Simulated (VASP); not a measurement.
# Mo2Se2S (P6/mmm) in VASP: a series of runs

Mo2Se2S is run at these levels: PBE; tasks: relaxation of cell and atoms.

All numbers are computed with VASP 6.6.1; they aren't measurements. Logs are shortened: lines on timing, memory, paths and dates and some standing lists are left out, and cuts for length are marked.

### 1 The cell of the first run

Symmetry: P6/mmm, No. 191, hexagonal system. The conventional cell has a = 4.491 Å, b = 4.491 Å, c = 7.245 Å, α = 90.00°, β = 90.00°, γ = 120.00°. Mo (site symmetry -6m2) has 3 Mo at 2.59 Å and 6 Se at 3.03 Å within 3.4 Å. Se (site symmetry 6mm) has 1 S at 2.06 Å within 2.7 Å. Within 2.7 Å of S (site symmetry 6/mmm) lie 2 Se at 2.06 Å.

The cell was built from a structure type or drawn by symmetry, and may not be a known phase.

### 2 Relaxation of cell and atoms, PBE, collinear spin

File INCAR:

```
ALGO = Normal ; EDIFF = 1E-7
EDIFFG = -0.08 ; ENCUT = 500
GGA = PE ; GGA_COMPAT = False
IBRION = 2 ; ISIF = 3
ISMEAR = 0 ; ISPIN = 2
LASPH = True ; LCHARG = False
LMAXMIX = 4 ; LORBIT = 11
LREAL = False ; LWAVE = False
MAGMOM = 1 1 0 0 0 ; NELM = 200
NELMIN = 4 ; NSW = 36
PREC = Accurate ; SIGMA = 0.15
```

File KPOINTS:

```
k-points
0
Gamma
  3 3 2
```

File POSCAR:

```
Mo2Se2S
1.0
    4.4906794400      0.0000000000      0.0000000000
   -2.2453397200      3.8890424800      0.0000000000
    0.0000000000      0.0000000000      7.2445411500
Mo Se S
2 2 1
Direct
    0.3333333300      0.6666666700      0.0000000000
    0.6666666700      0.3333333300      0.0000000000
    0.0000000000      0.0000000000      0.7838455600
    0.0000000000      0.0000000000      0.2161544400
    0.0000000000      0.0000000000      0.5000000000
```

Potentials or basis: VASP PAW PBE potentials, release 64 (Mo_sv, Se, S).

The run is started by

```bash
$ cat potpaw_PBE.64/Mo_sv/POTCAR potpaw_PBE.64/Se/POTCAR potpaw_PBE.64/S/POTCAR > POTCAR
$ mpirun -np 1 vasp_std > vasp.out
```

OUTCAR:

```text
EDIFF = 1E-7
   EDIFFG = -0.08
   ENCUT = 500
   GGA = PE
   IBRION = 2
   ISIF = 3
   ISMEAR = 0
   ISPIN = 2
   LASPH = True
   LORBIT = 11
   LREAL = False
   NELM = 200
   NELMIN = 4
   NSW = 36
   PREC = Accurate

 ion  position               nearest neighbor table
   1  0.333  0.667  0.000-   2 2.59   2 2.59   2 2.59   4 3.03   3 3.03   4 3.03   3 3.03   4 3.03
                             3 3.03
   2  0.667  0.333  0.000-   1 2.59   1 2.59   1 2.59   4 3.03   3 3.03   3 3.03   4 3.03   3 3.03
                             4 3.03
   3  0.000  0.000  0.784-   5 2.06   2 3.03   1 3.03   2 3.03   1 3.03   2 3.03   1 3.03
   4  0.000  0.000  0.216-   5 2.06   2 3.03   1 3.03   2 3.03   1 3.03   2 3.03   1 3.03
   5  0.000  0.000  0.500-   3 2.06   4 2.06

  LATTYP: Found a hexagonal cell.
 ALAT       =     4.4906794400
 C/A-ratio  =     1.6132394322

  Lattice vectors:

 A1 = (   4.4906794400,   0.0000000000,   0.0000000000)
 A2 = (  -2.2453397200,   3.8890424800,   0.0000000000)
 A3 = (   0.0000000000,   0.0000000000,   7.2445411500)

Analysis of symmetry for initial positions (statically):
=====================================================================
 Subroutine PRICEL returns:
 Original cell was already a primitive cell.

 Routine SETGRP: Setting up the symmetry group for a
 hexagonal supercell.

 Subroutine GETGRP returns: Found 24 space group operations
 (whereof 24 operations were pure point group operations)
 out of a pool of 24 trial point group operations.

The static configuration has the point symmetry D_6h.

Analysis of symmetry for dynamics (positions and initial velocities):
=====================================================================
 Subroutine PRICEL returns:
 Original cell was already a primitive cell.

 Routine SETGRP: Setting up the symmetry group for a
 hexagonal supercell.

 Subroutine GETGRP returns: Found 24 space group operations
 (whereof 24 operations were pure point group operations)
 out of a pool of 24 trial point group operations.

The dynamic configuration has the point symmetry D_6h.

Analysis of structural, dynamic, and magnetic symmetry:
=====================================================================
 Subroutine PRICEL returns:
 Original cell was already a primitive cell.

 Routine SETGRP: Setting up the symmetry group for a
 hexagonal supercell.

 Subroutine GETGRP returns: Found 24 space group operations
 (whereof 24 operations were pure point group operations)
 out of a pool of 24 trial point group operations.

The overall configuration has the point symmetry D_6h.

 Subroutine INISYM returns: Found 24 space group operations
 (whereof 24 operations are pure point group operations),
 and found     1 'primitive' translations

----------------------------------------------------------------------------------------

                                     Primitive cell

  volume of cell :     126.5219

  direct lattice vectors                    reciprocal lattice vectors
     4.490679440  0.000000000  0.000000000     0.222683452  0.128566351  0.000000000
    -2.245339720  3.889042480  0.000000000     0.000000000  0.257132702  0.000000000
     0.000000000  0.000000000  7.244541150     0.000000000  0.000000000  0.138034967

  length of vectors
     4.490679440  4.490679444  7.244541150     0.257132702  0.257132702  0.138034967

  position of ions in fractional coordinates (direct lattice)
     0.333333330  0.666666670  0.000000000
     0.666666670  0.333333330  0.000000000
     0.000000000  0.000000000  0.783845560
     0.000000000  0.000000000  0.216154440
     0.000000000  0.000000000  0.500000000

  ion indices of the primitive-cell ions
   primitive index   ion index
                 1           1
                 2           2
                 3           3
                 4           4
                 5           5

----------------------------------------------------------------------------------------

 KPOINTS: k-points

Automatic generation of k-mesh.
 Grid dimensions read from file:
 generate k-points for:    3    3    2

 Generating k-lattice:

  Cartesian coordinates                     Fractional coordinates (reciprocal lattice)
     0.074227817  0.042855450  0.000000000     0.333333333 -0.000000000  0.000000000
     0.000000000  0.085710901  0.000000000     0.000000000  0.333333333  0.000000000
     0.000000000  0.000000000  0.069017484     0.000000000  0.000000000  0.500000000

  Length of vectors
     0.085710901  0.085710901  0.069017484

  Shift w.r.t. Gamma in fractional coordinates (k-lattice)
     0.000000000  0.000000000  0.000000000

 Subroutine IBZKPT returns following result:
 ===========================================

 Found      6 irreducible k-points:

 Following reciprocal coordinates:
            Coordinates               Weight
  0.000000  0.000000  0.000000      1.000000
  0.333333 -0.000000  0.000000      6.000000
  0.333333  0.333333  0.000000      2.000000
  0.000000  0.000000  0.500000      1.000000
  0.333333 -0.000000  0.500000      6.000000
  0.333333  0.333333  0.500000      2.000000
   k-points           NKPTS =      6   k-points in BZ     NKDIM =      6   number of bands    NBANDS=     28
   number of dos      NEDOS =    301   number of ions     NIONS =      5
   total plane-waves  NPLWV =  69984
   dimension x,y,z NGX =    36 NGY =   36 NGZ =   54
   dimension x,y,z NGXF=    72 NGYF=   72 NGZF=  108
   ions per type =               2   2   1
   NGX,Y,Z   is equivalent  to a cutoff of  13.33, 13.33, 12.39 a.u.
   NGXF,Y,Z  is equivalent  to a cutoff of  26.65, 26.65, 24.78 a.u.
 SYSTEM =  unknown system
   PREC   = accura    normal or accurate (medium, high low for compatibility)
   ISTART =      0    job   : 0-new  1-cont  2-samecut
   ICHARG =      2    charge: 1-file 2-atom 10-const
   ISPIN  =      2    spin polarized calculation?
   LNONCOLLINEAR =      F non collinear calculations
   LSORBIT =      F    spin-orbit coupling
   LASPH  =      T    aspherical Exc in radial PAW
   ENCUT  =  500.0 eV  36.75 Ry    6.06 a.u.   8.19  8.19 13.21*2*pi/ulx,y,z
   NELM   =    200;   NELMIN=  4; NELMDL= -5     # of ELM steps
   EDIFF  = 0.1E-06   stopping-criterion for ELM
   LREAL  =      F    real-space projection
   EDIFFG = -.8E-01   stopping-criterion for IOM
   NSW    =     36    number of steps for IOM
   IBRION =      2    ionic relax: 0-MD 1-quasi-New 2-CG
   NFREE  =      1    steps in history (QN), initial steepest desc. (CG)
   ISIF   =      3    stress and relaxation
   ISYM   =      2    0-nonsym 1-usesym 2-fastsym
   POTIM  = 0.5000    time-step for ionic-motion
   TEBEG  =    0.0;   TEEND  =   0.0 temperature during run
   PSTRESS=    0.0 pullay stress
   NELECT =      46.0000    total number of electrons
   NUPDOWN=      -1.0000    fix difference up-down
   EMIN   =  10.00;   EMAX   =-10.00  energy-range for DOS
   EFERMI =   0.00;   METHOD = LEGACY
   ISMEAR =     0;   SIGMA  =   0.15  broadening in eV -4-tet -1-fermi 0-gaus
   EFERMI_NEDOS =   21; number of points for ismear=-14 and -15
   IALGO  =     38    algorithm
   IMIX   =      4    mixing-type and parameters
     AMIX     =   0.40;   BMIX     =  1.00
     AMIX_MAG =   1.60;   BMIX_MAG =  1.00
  volume/ion in A,a.u.               =      25.30       170.76
  Fermi-wavevector in a.u.,A,eV,Ry     =   1.168438  2.208027 18.575309  1.365247
  Thomas-Fermi vector in A             =   2.304924
   LORBIT       =     11    0 simple, 1 ext, 2 COOP (PROOUT), +10 PAW based schemes
   GGA     = PE    functional components
   LHFCALC =     F    Hartree Fock is set to
   AEXX    =    0.0000 exact exchange contribution
   IVDW    =     0    specifies the selected vdW correction
   LEPSILON=     F    determine dielectric tensor
   LRPA    =     F    only Hartree local field effects (RPA)
 conjugate gradient relaxation of ions
 spin polarized calculation
 Gauss-broadening in eV      SIGMA  =   0.15
  energy-cutoff  :      500.00
  volume of cell :      126.52
 maximum number of plane-waves:      3249
 NGX is ok and might be reduce to    36
   NGX = 17   NGY = 17   NGZ = 27

--------------------------------------- Ionic step        1  -------------------------------------------

 number of electron      46.0000002 magnetization       0.0001498

 Free energy of the ion-electron system (eV)
  ---------------------------------------------------
  ext. energy  EPLUGINS =         0.00000000
  ---------------------------------------------------
  free energy    TOTEN  =       -28.53870890 eV

  energy without entropy =      -28.50358095  energy(sigma->0) =      -28.52114493

------------------------ aborting loop because EDIFF is reached ----------------------------------------

  FORCE on cell =-STRESS in cart. coord.  units (eV):
  Direction    XX          YY          ZZ          XY          YZ          ZX
  --------------------------------------------------------------------------------------
  -------------------------------------------------------------------------------------
  Total       -7.4111314     -7.4111314     17.8561207      0.0000000     -0.0000000     -0.0000000
  in kB      -93.8489617    -93.8489619    226.1164040      0.0000000     -0.0000000     -0.0000000
  external PRESSURE =      12.8061601 kB  Pullay stress =       0.0000000 kB
[... 106 lines left out ...]
  energy  without entropy=      -29.9225106389  energy(sigma->0) =      -29.95975739

--------------------------------------- Ionic step        4  -------------------------------------------

 number of electron      45.9999991 magnetization      -0.0003763

 E-fermi :   4.2239     XC(G=0):  -9.2105

 val. band max:        4.2032762191   @ k =   0.3333  -0.0000   0.0000
 cond. band min:       4.2979024935   @ k =   0.3333   0.3333   0.5000
 fundamental gap:      0.0946262744
 Fermi energy:         4.2239218266

 spin component 1

 k-point     1 :       0.0000    0.0000    0.0000
  band No.  band energies     occupation
      1     -56.9370      1.00000
      2     -56.4933      1.00000
      3     -31.4486      1.00000
      4     -31.4486      1.00000
      5     -31.2214      1.00000
      6     -30.8459      1.00000
[... 175 lines left out ...]
     27       5.9891      0.00000
     28       6.3209      0.00000
 Fermi energy:         4.2239218266

 spin component 2

 k-point     1 :       0.0000    0.0000    0.0000
  band No.  band energies     occupation
      1     -56.9371      1.00000
      2     -56.4934      1.00000
      3     -31.4487      1.00000
      4     -31.4487      1.00000
      5     -31.2216      1.00000
      6     -30.8461      1.00000
[... 367 lines left out ...]
  energy  without entropy=      -30.0072147259  energy(sigma->0) =      -30.03357532

--------------------------------------- Ionic step        9  -------------------------------------------

 number of electron      45.9999995 magnetization      -0.0000362

 Free energy of the ion-electron system (eV)
  ---------------------------------------------------
  ext. energy  EPLUGINS =         0.00000000
  ---------------------------------------------------
  free energy    TOTEN  =       -30.06349692 eV

  energy without entropy =      -30.01662303  energy(sigma->0) =      -30.04005997

 E-fermi :   4.4995     XC(G=0):  -9.3402

 val. band max:        4.4089255712   @ k =   0.3333  -0.0000   0.0000
 cond. band min:       4.6141823073   @ k =   0.3333  -0.0000   0.5000
 fundamental gap:      0.2052567360
 Fermi energy:         4.4994955587

 spin component 1

 k-point     1 :       0.0000    0.0000    0.0000
  band No.  band energies     occupation
      1     -56.7289      1.00000
      2     -56.1914      1.00000
      3     -31.3180      1.00000
      4     -31.3180      1.00000
      5     -31.0027      1.00000
      6     -30.5586      1.00000
[... 175 lines left out ...]
     27       6.1917      0.00000
     28       6.7656      0.00000
 Fermi energy:         4.4994955587

 spin component 2

 k-point     1 :       0.0000    0.0000    0.0000
  band No.  band energies     occupation
      1     -56.7289      1.00000
      2     -56.1914      1.00000
      3     -31.3180      1.00000
      4     -31.3180      1.00000
      5     -31.0027      1.00000
      6     -30.5586      1.00000
[... 207 lines left out ...]
  FREE ENERGIE OF THE ION-ELECTRON SYSTEM (eV)
  ---------------------------------------------------
  free  energy   TOTEN  =       -30.0634969166 eV

  energy  without entropy=      -30.0166230278  energy(sigma->0) =      -30.04005997

 reached required accuracy - stopping structural energy minimisation

 total charge

# of ion       s       p       d       tot
------------------------------------------
    1        2.283   6.133   4.187  12.603
    2        2.283   6.133   4.187  12.603
    3        1.489   2.179   0.065   3.733
    4        1.489   2.179   0.065   3.733
    5        1.403   2.191   0.000   3.595
--------------------------------------------------
tot          8.946  18.816   8.504  36.266

 magnetization (x)

# of ion       s       p       d       tot
------------------------------------------
    1       -0.000  -0.000  -0.000  -0.000
    2       -0.000  -0.000  -0.000  -0.000
    3        0.000   0.000  -0.000   0.000
    4        0.000   0.000  -0.000   0.000
    5        0.000   0.000   0.000   0.000
--------------------------------------------------
tot         -0.000   0.000  -0.000  -0.000
```

Run time: 19 min. Hardware: 1 thread of Intel Xeon 8259CL, shared host; peak memory 0.34 GiB.

Results:

| Quantity | Value |
| --- | --- |
| Free energy | -30.0635 eV |
| Relaxed volume | 24.91 Å³/atom |
| Relaxed cell | a = 4.240 Å, b = 4.240 Å, c = 7.999 Å, α = 90.00°, β = 90.00°, γ = 120.00° |
| Space group after relaxing (to 0.1 Å) | P6/mmm (No. 191) |
| Energy gained by relaxing | 305.0 meV/atom |
| Ionic steps | 9 |
| Pressure after relaxing | -0.3 GPa |
| Largest force after relaxing | 0.011 eV/Å |
| Band gap on the k mesh | zero (filled and empty bands overlap) |
| Net moment | 0.00 μB per cell |
| Valence electrons inside the program's atomic spheres | Mo 12.60; Se 3.73; S 3.60 |

Forces in eV/Å, atoms in the order of the input:
```
Mo   0.000  0.000  0.000
Mo   0.000  0.000  0.000
Se   0.000  0.000  0.011
Se   0.000  0.000 -0.011
S    0.000  0.000  0.000
```

The path:
```csv
step,energy change (eV),largest force (eV/Å),pressure (GPa),volume (Å³)
1,0.0000,4.6819,1.28,126.52
2,-0.9086,1.5756,1.04,127.87
3,-1.4583,0.4176,-2.50,127.82
4,-1.4583,0.3686,-2.52,127.81
5,-1.4809,0.5067,2.33,121.24
6,-1.4987,0.4432,0.28,123.79
7,-1.5126,0.2623,0.27,123.76
8,-1.5212,0.0475,0.28,123.71
9,-1.5248,0.0107,-0.26,124.54
```

Final structure:
```xyz
5
Lattice="4.2401 0.0000 0.0000 -2.1200 3.6720 0.0000 0.0000 0.0000 7.9985" Properties=species:S:1:pos:R:3 pbc="T T T"
Mo    0.0000    2.4480    0.0000
Mo    2.1200    1.2240    0.0000
Se   -2.1200    3.6720    6.3533
Se    0.0000    0.0000    1.6452
S    -2.1200    3.6720    3.9993
```

Caveat: the k points lie up to 0.57 Å⁻¹ apart in the final cell, too coarse for converged energies and pressures of a metal.

### 3 Relaxation of cell and atoms, PBE, collinear spin

This run uses another cell than the first one, of 25.78 Å³/atom.

File INCAR:

```
SYSTEM = Mo2Se2S
ALGO = Normal
EDIFF = 1E-7
EDIFFG = -0.08
ENCUT = 500
GGA = PE
GGA_COMPAT = .False.
IBRION = 2
ISIF = 3
ISMEAR = 0
ISPIN = 2
LASPH = .True.
LCHARG = .False.
LMAXMIX = 4
LORBIT = 11
LREAL = .False.
LWAVE = .False.
MAGMOM = 1 1 0 0 0
NELM = 200
NELMIN = 4
NSW = 36
PREC = Accurate
SIGMA = 0.15
```

File KPOINTS:

```
k-points
0
Gamma
  3 3 2
  0 0 0
```

File POSCAR:

```
Mo2Se2S
1.0
    4.5478174300      0.0000000000      0.0000000000
   -2.2739087100      3.9385254200      0.0000000000
    0.0000000000      0.0000000000      7.1972713200
Mo Se S
2 2 1
Direct
    0.0000000000      0.0000000000      0.8273985100
    0.0000000000      0.0000000000      0.1726014900
    0.3333333300      0.6666666700      0.5000000000
    0.6666666700      0.3333333300      0.5000000000
    0.0000000000      0.0000000000      0.5000000000
```

Potentials or basis: VASP PAW PBE potentials, release 64 (Mo_sv, Se, S).

The run is started by

```bash
$ cat potpaw_PBE.64/Mo_sv/POTCAR potpaw_PBE.64/Se/POTCAR potpaw_PBE.64/S/POTCAR > POTCAR
$ mpirun -np 1 vasp_std > vasp.out
```

Run time: 31 min. Hardware: 1 thread of Intel Xeon 8259CL, shared host; peak memory 0.32 GiB.

The run converged. Its results:

- Free energy: -25.4910 eV
- Relaxed volume: 28.69 Å³/atom
- Relaxed cell: a = 4.911 Å, b = 4.911 Å, c = 6.867 Å, α = 90.00°, β = 90.00°, γ = 120.00°
- Space group after relaxing (to 0.1 Å): P6/mmm (No. 191)
- Pressure after relaxing: 0.0 GPa
- Largest force after relaxing: 0.020 eV/Å
- Band gap on the k mesh: zero (filled and empty bands overlap)
- Net moment: 0.00 μB per cell
- Valence electrons inside the program's atomic spheres: Mo 12.87; Se 3.65; S 3.67

Forces in eV/Å, atoms in the order of the input:
```
Mo   0.000  0.000  0.020
Mo   0.000  0.000 -0.020
Se   0.000  0.000  0.000
Se   0.000  0.000  0.000
S    0.000  0.000  0.000
```

Stress tensor (GPa, compression positive):
```
 0.15  0.00  0.00
 0.00  0.15  0.00
 0.00  0.00 -0.22
```

Final structure:
```
CELL_PARAMETERS angstrom
4.91100 0.00000 0.00000
-2.45550 4.25305 0.00000
0.00000 0.00000 6.86728
ATOMIC_POSITIONS crystal
Mo 0.00000 0.00000 0.86057
Mo 0.00000 0.00000 0.13943
Se 0.33333 0.66667 0.50000
Se 0.66667 0.33333 0.50000
S 0.00000 0.00000 0.50000
```

Levels at points of the mesh, in eV from the Fermi level:
Spin up:
| k point | band 19 | band 20 | band 21 | band 22 | band 23 | band 24 | band 25 | band 26 | band 27 | band 28 |
| --- | --- | --- | --- | --- | --- | --- | --- | --- | --- | --- |
| (0.00, 0.00, 0.00) | -2.68 | -2.12 | -1.00 | -1.00 | -0.60 | -0.23 | 0.98 | 0.98 | 2.04 | 2.04 |
| (0.00, 0.00, 0.50) | -3.29 | -1.13 | -1.13 | -0.64 | -0.26 | 1.17 | 1.17 | 1.19 | 2.14 | 3.17 |
Spin down:
```
           k point  band 21  band 22  band 23  band 24  band 25  band 26
(0.00, 0.00, 0.00)    -1.00    -1.00    -0.60    -0.23     0.98     0.98
(0.00, 0.00, 0.50)    -1.13    -0.64    -0.26     1.17     1.17     1.19
```

Caveat: the k points lie up to 0.49 Å⁻¹ apart in the final cell, too coarse for converged energies and pressures of a metal; atoms lie so close that the PAW spheres overlap strongly, which falsifies energies and pressures.
